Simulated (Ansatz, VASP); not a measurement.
CaSe in VASP and in Ansatz

INCAR

```
SYSTEM = CaSe
ALGO = Normal
EDIFF = 1E-7
ENCUT = 520
GGA = PE
ISIF = 2
ISMEAR = 0
LASPH = .TRUE.
LCHARG = .TRUE.
LELF = .TRUE.
LREAL = .FALSE.
LVHAR = .TRUE.
LWAVE = .FALSE.
NBANDS = 15
NELM = 60
PREC = Accurate
SIGMA = 0.02
```

Contents of KPOINTS:

```
k-points
0
G
  8 8 8
  0 0 0
```

Contents of POSCAR:

```
CaSe
1.0
    0.0000000000      3.0081847203      3.0081847203
    3.0081847203      0.0000000000      3.0081847203
    3.0081847203      3.0081847203      0.0000000000
Ca Se
1 1
Direct
    0.5000000000      0.5000000000      0.5000000000
    0.0000000000      0.0000000000      0.0000000000
```

Input for Ansatz:

```yaml
crystal:
  lattice:
    - [0.0, 3.0081847203, 3.0081847203]
    - [3.0081847203, 0.0, 3.0081847203]
    - [3.0081847203, 3.0081847203, 0.0]
  atoms:
    - { symbol: Ca, position: [0.5, 0.5, 0.5] }
    - { symbol: Se, position: [0.0, 0.0, 0.0] }
basis:
  ecutwfc: 420
kpoints:
  mp_grid: { grid: [8, 8, 8] }
hamiltonian:
  xc: pbe
scf:
  occupations: { method: gaussian, width: 0.02 }
output:
  forces: true
  stress: true
  eigenvalues: true
```

Alike in both runs: task single point; functional PBE; k mesh 8 × 8 × 8; occupations gaussian, width 0.02 eV; no spin polarisation.

|  | VASP | Ansatz |
| --- | --- | --- |
| version | VASP 6.6.1 | Ansatz 0.2.0 |
| potentials or method | VASP PAW PBE potentials, release 64 (Ca_sv, Se), cutoff 520 eV | scalar-relativistic, plane waves, PAW |
| valence electrons in the cell | 16 | 26 |

```tsv
	VASP	Ansatz	Ansatz less VASP
gap on the k mesh at the Fermi level (eV)	2.14	2.15	+0.008
least direct gap on the mesh (eV)	3.02	3.03	+0.007
pressure (GPa)	-1.2	-1.3	-0.14
```

VASP's potentials hold 16 valence electrons a cell and Ansatz's 26, so a difference there can come from the potentials and not from the codes.
